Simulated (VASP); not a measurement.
# K (Fd-3m) in VASP: a series of runs

K is run at these levels: PBE; tasks: single point.

Everything below comes from runs of VASP 6.6.1. Logs are shortened: lines on timing, memory, paths and dates and some standing lists are left out, and cuts for length are marked.

### Step 1. The cell of the first run

Symmetry: Fd-3m, No. 227, cubic system. Conventional cell: a = 6.609 Å, b = 6.609 Å, c = 6.609 Å, α = 90.00°, β = 90.00°, γ = 90.00°. Within 3.8 Å of K (site symmetry -43m) lie 4 K at 2.86 Å.

This isn't the form of K at room conditions, which is bcc.

### Step 2. Single point, PBE

INCAR

```
SYSTEM = K
PREC = Accurate ; ENCUT = 520
EDIFF = 1E-6 ; ISMEAR = -1
SIGMA = 0.08 ; LREAL = .FALSE.
LASPH = .TRUE. ; NELM = 100
ALGO = Normal ; ISIF = 2
LWAVE = .FALSE. ; LCHARG = .FALSE.
GGA = PE ; NBANDS = 16
```

KPOINTS

```
regular mesh
0
G
  9 9 9
  0 0 0
```

POSCAR

```
K
1.0
    0.0000000000      3.3046721051      3.3046721051
    3.3046721051      0.0000000000      3.3046721051
    3.3046721051      3.3046721051      0.0000000000
K
2
Direct
   -0.1250000000     -0.1250000000     -0.1250000000
    0.1250000000      0.1250000000      0.1250000000
```

Potentials or basis: VASP PAW PBE potentials, release 64 (K_sv).

The run is started by

```console
cat potpaw_PBE.64/K_sv/POTCAR > POTCAR
mpirun -np 1 vasp_std > vasp.out
```

OUTCAR:

```text
SYSTEM = K
   PREC = Accurate
   ENCUT = 520
   EDIFF = 1E-6
   ISMEAR = -1
   LREAL = .FALSE.
   LASPH = .TRUE.
   NELM = 100
   ISIF = 2
   GGA = PE

 ion  position               nearest neighbor table
   1  0.875  0.875  0.875-   2 2.86   2 2.86   2 2.86   2 2.86
   2  0.125  0.125  0.125-   1 2.86   1 2.86   1 2.86   1 2.86

  LATTYP: Found a face centered cubic cell.
 ALAT       =     6.6093442102

  Lattice vectors:

 A1 = (   0.0000000000,   3.3046721051,   3.3046721051)
 A2 = (   3.3046721051,   0.0000000000,   3.3046721051)
 A3 = (   3.3046721051,   3.3046721051,   0.0000000000)

Analysis of symmetry for initial positions (statically):
=====================================================================
 Subroutine PRICEL returns:
 Original cell was already a primitive cell.

 Routine SETGRP: Setting up the symmetry group for a
 face centered cubic supercell.

 Subroutine GETGRP returns: Found 48 space group operations
 (whereof 12 operations were pure point group operations)
 out of a pool of 48 trial point group operations.

The static configuration has the point symmetry D_3d.
 The point group associated with its full space group is O_h .

Analysis of symmetry for dynamics (positions and initial velocities):
=====================================================================
 Subroutine PRICEL returns:
 Original cell was already a primitive cell.

 Routine SETGRP: Setting up the symmetry group for a
 face centered cubic supercell.

 Subroutine GETGRP returns: Found 48 space group operations
 (whereof 12 operations were pure point group operations)
 out of a pool of 48 trial point group operations.

The dynamic configuration has the point symmetry D_3d.
 The point group associated with its full space group is O_h .

 Subroutine INISYM returns: Found 48 space group operations
 (whereof 12 operations are pure point group operations),
 and found     1 'primitive' translations

----------------------------------------------------------------------------------------

                                     Primitive cell

  volume of cell :      72.1797

  direct lattice vectors                    reciprocal lattice vectors
     0.000000000  3.304672105  3.304672105    -0.151300941  0.151300941  0.151300941
     3.304672105  0.000000000  3.304672105     0.151300941 -0.151300941  0.151300941
     3.304672105  3.304672105  0.000000000     0.151300941  0.151300941 -0.151300941

  length of vectors
     4.673512110  4.673512110  4.673512110     0.262060917  0.262060917  0.262060917

  position of ions in fractional coordinates (direct lattice)
     0.875000000  0.875000000  0.875000000
     0.125000000  0.125000000  0.125000000

  ion indices of the primitive-cell ions
   primitive index   ion index
                 1           1
                 2           2

----------------------------------------------------------------------------------------

 KPOINTS: regular mesh

Automatic generation of k-mesh.
 Grid dimensions read from file:
 generate k-points for:    9    9    9

 Generating k-lattice:

  Cartesian coordinates                     Fractional coordinates (reciprocal lattice)
    -0.016811216  0.016811216  0.016811216     0.111111111  0.000000000  0.000000000
     0.016811216 -0.016811216  0.016811216     0.000000000  0.111111111  0.000000000
     0.016811216  0.016811216 -0.016811216     0.000000000  0.000000000  0.111111111

  Length of vectors
     0.029117880  0.029117880  0.029117880

  Shift w.r.t. Gamma in fractional coordinates (k-lattice)
     0.000000000  0.000000000  0.000000000

 Subroutine IBZKPT returns following result:
 ===========================================

 Found     35 irreducible k-points:

 Following reciprocal coordinates:
            Coordinates               Weight
  0.000000  0.000000  0.000000      1.000000
  0.111111  0.000000  0.000000      8.000000
  0.222222  0.000000  0.000000      8.000000
  0.333333  0.000000  0.000000      8.000000
  0.444444  0.000000  0.000000      8.000000
  0.111111  0.111111  0.000000      6.000000
[... 16 lines left out ...]
 -0.333333  0.333333  0.000000     12.000000
  0.444444  0.444444  0.000000      6.000000
 [... further k-points ...]
   k-points           NKPTS =     35   k-points in BZ     NKDIM =     35   number of bands    NBANDS=     16
   number of dos      NEDOS =    301   number of ions     NIONS =      2
   total plane-waves  NPLWV =  46656
   dimension x,y,z NGX =    36 NGY =   36 NGZ =   36
   dimension x,y,z NGXF=    72 NGYF=   72 NGZF=   72
   ions per type =               2
   NGX,Y,Z   is equivalent  to a cutoff of  12.81, 12.81, 12.81 a.u.
   NGXF,Y,Z  is equivalent  to a cutoff of  25.61, 25.61, 25.61 a.u.
 SYSTEM =  K
   PREC   = accura    normal or accurate (medium, high low for compatibility)
   ISTART =      0    job   : 0-new  1-cont  2-samecut
   ICHARG =      2    charge: 1-file 2-atom 10-const
   ISPIN  =      1    spin polarized calculation?
   LNONCOLLINEAR =      F non collinear calculations
   LSORBIT =      F    spin-orbit coupling
   LASPH  =      T    aspherical Exc in radial PAW
   ENCUT  =  520.0 eV  38.22 Ry    6.18 a.u.   8.69  8.69  8.69*2*pi/ulx,y,z
   NELM   =    100;   NELMIN=  2; NELMDL= -5     # of ELM steps
   EDIFF  = 0.1E-05   stopping-criterion for ELM
   LREAL  =      F    real-space projection
   EDIFFG = 0.1E-04   stopping-criterion for IOM
   NSW    =      0    number of steps for IOM
   IBRION =     -1    ionic relax: 0-MD 1-quasi-New 2-CG
   NFREE  =      0    steps in history (QN), initial steepest desc. (CG)
   ISIF   =      2    stress and relaxation
   ISYM   =      2    0-nonsym 1-usesym 2-fastsym
   POTIM  = 0.5000    time-step for ionic-motion
   TEBEG  =    0.0;   TEEND  =   0.0 temperature during run
   PSTRESS=    0.0 pullay stress
   NELECT =      18.0000    total number of electrons
   NUPDOWN=      -1.0000    fix difference up-down
   EMIN   =  10.00;   EMAX   =-10.00  energy-range for DOS
   EFERMI =   0.00;   METHOD = LEGACY
   ISMEAR =    -1;   SIGMA  =   0.08  broadening in eV -4-tet -1-fermi 0-gaus
   EFERMI_NEDOS =   21; number of points for ismear=-14 and -15
   IALGO  =     38    algorithm
   IMIX   =      4    mixing-type and parameters
     AMIX     =   0.40;   BMIX     =  1.00
     AMIX_MAG =   1.60;   BMIX_MAG =  1.00
  volume/ion in A,a.u.               =      36.09       243.55
  Fermi-wavevector in a.u.,A,eV,Ry     =   1.030451  1.947270 14.447061  1.061829
  Thomas-Fermi vector in A             =   2.164550
   LORBIT       =      0    0 simple, 1 ext, 2 COOP (PROOUT), +10 PAW based schemes
   GGA     = PE    functional components
   LHFCALC =     F    Hartree Fock is set to
   AEXX    =    0.0000 exact exchange contribution
   IVDW    =     0    specifies the selected vdW correction
   LEPSILON=     F    determine dielectric tensor
   LRPA    =     F    only Hartree local field effects (RPA)
 non-spin polarized calculation
  energy-cutoff  :      520.00
  volume of cell :       72.18
 maximum number of plane-waves:      1964
   NGX = 17   NGY = 17   NGZ = 17

 number of electron      17.9999998 magnetization

 Free energy of the ion-electron system (eV)
  ---------------------------------------------------
  ext. energy  EPLUGINS =         0.00000000
  ---------------------------------------------------
  free energy    TOTEN  =         0.18728349 eV

  energy without entropy =        0.21415484  energy(sigma->0) =        0.20071916

 E-fermi :   1.9787     XC(G=0):  -7.7058

 val. band max:        1.9590609591   @ k =  -0.4444   0.4444   0.0000
 cond. band min:       2.0746083177   @ k =   0.4444   0.4444   0.0000
 fundamental gap:      0.1155473585
 Fermi energy:         1.9787075741

 k-point     1 :       0.0000    0.0000    0.0000
  band No.  band energies     occupation
      1     -31.3124      2.00000
      2     -30.6249      2.00000
      3     -14.9622      2.00000
      4     -14.9622      2.00000
      5     -14.9622      2.00000
      6     -14.0307      2.00000
[... 8 lines left out ...]
     15       6.4321      0.00000
     16       6.4321      0.00000

 k-point     2 :       0.1111    0.0000    0.0000
  band No.  band energies     occupation
      1     -31.2975      2.00000
      2     -30.6410      2.00000
      3     -14.9812      2.00000
      4     -14.9812      2.00000
      5     -14.9715      2.00000
      6     -14.0270      2.00000
[... 8 lines left out ...]
     15       6.0031      0.00000
     16       6.3964      0.00000

 k-point     3 :       0.2222    0.0000    0.0000
  band No.  band energies     occupation
      1     -31.2560      2.00000
      2     -30.6854      2.00000
      3     -15.0261      2.00000
      4     -15.0261      2.00000
      5     -14.9977      2.00000
      6     -14.0138      2.00000
[... 8 lines left out ...]
     15       5.9043      0.00000
     16       6.5036      0.00000

 k-point     4 :       0.3333    0.0000    0.0000
  band No.  band energies     occupation
      1     -31.1993      2.00000
      2     -30.7454      2.00000
      3     -15.0725      2.00000
      4     -15.0725      2.00000
      5     -15.0315      2.00000
      6     -13.9928      2.00000
[... 8 lines left out ...]
     15       5.7853      0.00000
     16       7.1223      0.00000

 k-point     5 :       0.4444    0.0000    0.0000
  band No.  band energies     occupation
      1     -31.1524      2.00000
      2     -30.7945      2.00000
      3     -15.1007      2.00000
      4     -15.1007      2.00000
      5     -15.0556      2.00000
      6     -13.9762      2.00000
[... 8 lines left out ...]
     15       5.9311      0.00000
     16       7.7406      0.00000

 k-point     6 :       0.1111    0.1111    0.0000
  band No.  band energies     occupation
      1     -31.2923      2.00000
      2     -30.6465      2.00000
      3     -15.0051      2.00000
      4     -15.0051      2.00000
      5     -14.9354      2.00000
      6     -14.0660      2.00000
[... 8 lines left out ...]
     15       5.9653      0.00000
     16       6.3241      0.00000

 k-point     7 :       0.2222    0.1111    0.0000
  band No.  band energies     occupation
      1     -31.2592      2.00000
      2     -30.6820      2.00000
      3     -15.0559      2.00000
      4     -15.0520      2.00000
      5     -14.9211      2.00000
      6     -14.0876      2.00000
[... 8 lines left out ...]
     15       6.0379      0.00000
     16       6.2847      0.00000

 k-point     8 :       0.3333    0.1111    0.0000
  band No.  band energies     occupation
      1     -31.2058      2.00000
      2     -30.7386      2.00000
      3     -15.1205      2.00000
      4     -15.0973      2.00000
      5     -14.9240      2.00000
      6     -14.0879      2.00000
[... 8 lines left out ...]
     15       6.0981      0.00000
     16       6.7106      0.00000

 k-point     9 :       0.4444    0.1111    0.0000
  band No.  band energies     occupation
      1     -31.1513      2.00000
      2     -30.7956      2.00000
      3     -15.1745      2.00000
      4     -15.1220      2.00000
      5     -14.9344      2.00000
      6     -14.0770      2.00000
[... 8 lines left out ...]
     15       5.9748      0.00000
     16       7.2911      0.00000
[... 172 lines left out ...]
 k-point    19 :      -0.2222    0.2222    0.0000
  band No.  band energies     occupation
      1     -31.1743      2.00000
      2     -30.7716      2.00000
      3     -15.2095      2.00000
      4     -15.0800      2.00000
      5     -14.8858      2.00000
      6     -14.1205      2.00000
[... 8 lines left out ...]
     15       6.3641      0.00000
     16       6.6413      0.00000

 k-point    20 :       0.3333    0.3333    0.0000
  band No.  band energies     occupation
      1     -31.1452      2.00000
      2     -30.8020      2.00000
      3     -15.1918      2.00000
      4     -15.1918      2.00000
      5     -14.7440      2.00000
      6     -14.2981      2.00000
[... 8 lines left out ...]
     15       6.1155      0.00000
     16       6.3378      0.00000

 k-point    21 :       0.4444    0.3333    0.0000
  band No.  band energies     occupation
      1     -31.0887      2.00000
      2     -30.8603      2.00000
      3     -15.2377      2.00000
      4     -15.2171      2.00000
      5     -14.6827      2.00000
      6     -14.3576      2.00000
[... 8 lines left out ...]
     15       6.0589      0.00000
     16       6.5936      0.00000

 k-point    22 :      -0.4444    0.3333    0.0000
  band No.  band energies     occupation
      1     -31.0407      2.00000
      2     -30.9093      2.00000
      3     -15.2828      2.00000
      4     -15.2120      2.00000
      5     -14.6565      2.00000
      6     -14.3680      2.00000
[... 8 lines left out ...]
     15       6.3705      0.00000
     16       6.6774      0.00000

 k-point    23 :      -0.3333    0.3333    0.0000
  band No.  band energies     occupation
      1     -31.0605      2.00000
      2     -30.8892      2.00000
      3     -15.2967      2.00000
      4     -15.1784      2.00000
      5     -14.7176      2.00000
      6     -14.2924      2.00000
[... 8 lines left out ...]
     15       6.6084      0.00000
     16       6.7139      0.00000

 k-point    24 :       0.4444    0.4444    0.0000
  band No.  band energies     occupation
      1     -31.0346      2.00000
      2     -30.9155      2.00000
      3     -15.2455      2.00000
      4     -15.2455      2.00000
      5     -14.6036      2.00000
      6     -14.4507      2.00000
[... 8 lines left out ...]
     15       6.4550      0.00000
     16       6.8808      0.00000

 [... further k-points ...]

------------------------ aborting loop because EDIFF is reached ----------------------------------------

  FORCE on cell =-STRESS in cart. coord.  units (eV):
  Direction    XX          YY          ZZ          XY          YZ          ZX
  --------------------------------------------------------------------------------------
  -------------------------------------------------------------------------------------
  Total        3.8250937      3.8250937      3.8250937     -0.0000000      0.0000000      0.0000000
  in kB       84.9058366     84.9058366     84.9058366     -0.0000000      0.0000000      0.0000000
  external PRESSURE =      84.9058366 kB  Pullay stress =       0.0000000 kB

 VOLUME and BASIS-vectors are now :
 -----------------------------------------------------------------------------
  energy-cutoff  :      520.00
  volume of cell :       72.18
      direct lattice vectors                 reciprocal lattice vectors
     0.000000000  3.304672105  3.304672105    -0.151300941  0.151300941  0.151300941
     3.304672105  0.000000000  3.304672105     0.151300941 -0.151300941  0.151300941
     3.304672105  3.304672105  0.000000000     0.151300941  0.151300941 -0.151300941

 POSITION                                       TOTAL-FORCE (eV/Angst)
 -----------------------------------------------------------------------------------
      5.78318      5.78318      5.78318         0.000000      0.000000      0.000000
      0.82617      0.82617      0.82617        -0.000000     -0.000000     -0.000000
 -----------------------------------------------------------------------------------
    total drift:                                0.000000      0.000000      0.000000

  FREE ENERGIE OF THE ION-ELECTRON SYSTEM (eV)
  ---------------------------------------------------
  free  energy   TOTEN  =         0.1872834852 eV

  energy  without entropy=        0.2141548423  energy(sigma->0) =        0.20071916
```

It took 12 s on 1 thread of Intel Xeon 6975P-C (Granite Rapids), shared host; peak memory 0.2 GiB.

Results:

```
Free energy : 0.1873 eV
Pressure    : 8.5 GPa
```

Levels at points of the mesh, in eV from the Fermi level:
| k point | band 7 | band 8 | band 9 | band 10 | band 11 | band 12 |
| --- | --- | --- | --- | --- | --- | --- |
| (0.00, 0.00, 0.00) | -16.01 | -16.01 | -2.78 | 2.48 | 2.48 | 3.25 |

Caveat: the cell stands under pressure.

(Part 1 of 2 ends here.)
